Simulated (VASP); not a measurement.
Crystal: Mg5SiSb2.

```
Mg Si Sb
1.0
     4.74061    0.00000    0.00000
     0.00000    4.74061    0.00000
     0.00000    0.00000    7.58412
Mg Si Sb
5 1 2
Direct
  0.00000 0.50000 0.00000
  0.50000 0.00000 0.00000
  0.00000 0.00000 0.50000
  0.00000 0.50000 0.50000
  0.50000 0.00000 0.50000
  0.00000 0.00000 0.00000
  0.50000 0.50000 0.72305
  0.50000 0.50000 0.27695
```

```yaml
Program: VASP 6.6.1
Task: relaxation of cell and atoms
Functional: PBE
Potentials_or_basis: VASP PAW PBE potentials, release 64 (Mg, Si, Sb)
Cutoff: 600 eV
k_mesh: 4 × 4 × 2
Occupations: gaussian, width 0.1 eV
Spin: no spin polarisation
```

At the start: pressure 13.9 GPa; volume 21.31 Å³/atom.

Problem. Where does the relaxation end?

Solution. Over 13 steps the energy falls by 382.8 meV/atom and the volume is 24.60 Å³/atom (+15.5 %); space group P4/mmm (No. 123, to 0.05 Å).

The path:
```csv
step,energy change (eV),largest force (eV/Å),pressure (GPa),volume (Å³)
1,0.0000,0.6432,13.91,170.44
2,-2.2780,0.2520,-1.79,219.35
3,-2.2796,0.2563,-1.48,217.41
4,-2.5480,0.4221,-1.38,211.97
5,-2.8895,0.8094,0.69,194.21
6,-2.9292,0.7694,-0.59,201.12
7,-2.9499,0.8519,-0.23,198.64
8,-3.0245,0.4213,0.23,195.54
9,-3.0363,0.1736,0.63,193.57
10,-3.0608,0.0745,-0.08,197.27
11,-3.0608,0.0759,-0.07,197.22
12,-3.0619,0.0410,-0.02,197.03
13,-3.0623,0.0007,0.04,196.83
```

Final structure:
```yaml
crystal:
  lattice:
    - [5.44073, 0.00000, 0.00000]
    - [0.00000, 5.44073, 0.00000]
    - [0.00000, 0.00000, 6.64921]
  atoms:
    - { symbol: Mg, position: [0.00000, 0.50000, 0.00000] }
    - { symbol: Mg, position: [0.50000, 0.00000, 0.00000] }
    - { symbol: Mg, position: [0.00000, 0.00000, 0.50000] }
    - { symbol: Mg, position: [0.00000, 0.50000, 0.50000] }
    - { symbol: Mg, position: [0.50000, 0.00000, 0.50000] }
    - { symbol: Si, position: [0.00000, 0.00000, 0.00000] }
    - { symbol: Sb, position: [0.50000, 0.50000, 0.75532] }
    - { symbol: Sb, position: [0.50000, 0.50000, 0.24468] }
```

Caveat: the k points lie up to 0.47 Å⁻¹ apart in the final cell; the volume moved by over 15 % at a fixed basis, so the end points are rough.
